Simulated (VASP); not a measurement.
A run of VASP 6.6.1 is set up as follows.

The input INCAR:

```
PREC = Accurate ; ENCUT = 520
EDIFF = 1E-6 ; ISMEAR = 0
SIGMA = 0.1 ; LREAL = False
LASPH = True ; NELM = 100
ALGO = Normal ; ISIF = 2
LWAVE = False ; LCHARG = False
GGA = PE ; NBANDS = 42
```

Contents of KPOINTS:

```
Automatic mesh
0
Gamma
  4 4 4
```

File POSCAR:

```
Na6Yb
1.0
    5.2573065000      0.0000000000      0.0000000000
    0.0000000000      5.2573065000      0.0000000000
    0.0000000000      0.0000000000      5.2573065000
Na Yb
6 1
Direct
    0.2070000000      0.5000000000      0.5000000000
    0.5000000000      0.2070000000      0.5000000000
    0.7930000000      0.5000000000      0.5000000000
    0.5000000000      0.7930000000      0.5000000000
    0.5000000000      0.5000000000      0.2070000000
    0.5000000000      0.5000000000      0.7930000000
    0.0000000000      0.0000000000      0.0000000000
```

Potentials or basis: VASP PAW PBE potentials, release 64 (Na_pv, Yb).

Command:

```sh
$ cat potpaw_PBE.64/Na_pv/POTCAR potpaw_PBE.64/Yb/POTCAR > POTCAR
$ mpirun -np 1 vasp_std > vasp.out
```

**Question.** Estimate the pressure.

**Answer.** 27.3 GPa.

**Question.** Estimate the largest force.

**Answer.** 4.726 eV/Å.

Forces on the atoms (eV/Å):
```
Na  -4.726  0.000  0.000
Na   0.000 -4.726  0.000
Na   4.726  0.000  0.000
Na   0.000  4.726  0.000
Na   0.000  0.000 -4.726
Na   0.000  0.000  4.726
Yb   0.000  0.000  0.000
```

Caveat: the cell stands under pressure; spin-orbit coupling is left out, which moves the levels of the heavy elements; forces of over 1 eV/Å act on the atoms, so gaps and moduli don't describe the material at rest. Spin polarisation is off, so any magnetic state and its effect on volume and gap are missing.
